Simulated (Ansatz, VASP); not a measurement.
## NaH in VASP and in Ansatz

```xyz
4
Lattice="3.9533 0.0000 0.0000 -1.9766 3.4236 0.0000 0.0000 0.0000 4.8283" Properties=species:S:1:pos:R:3 pbc="T T T"
Na    0.0000    2.2824   -0.3018
Na    1.9766    1.1412    2.1124
H     0.0000    2.2824    2.1124
H     1.9766    1.1412    4.5265
```

Alike in both runs: task single point; functional LDA; k mesh 12 × 12 × 6; no spin polarisation.

```csv
,VASP,Ansatz
version,VASP 6.6.1,Ansatz 0.2.0
potentials or method,"VASP PAW LDA potentials, release 64 (Na_pv, H)","plane waves, PAW"
plane-wave cutoff (eV),520,420
occupations,"gaussian, width 0.01 eV",fixed
valence electrons in the cell,16,20
```

|  | VASP | Ansatz | Ansatz less VASP |
| --- | --- | --- | --- |
| gap on the k mesh at the Fermi level (eV) | 2.98 | 2.98 | +0.001 |
| pressure (GPa) | -1.4 | -1.3 | +0.04 |

LDA's correlation is that of Perdew and Zunger in VASP and of Perdew and Wang (1992) in Ansatz. VASP's potentials hold 16 valence electrons a cell and Ansatz's 20, so a difference there can come from the potentials and not from the codes. Ansatz's warnings: structure snapped to symmetry.
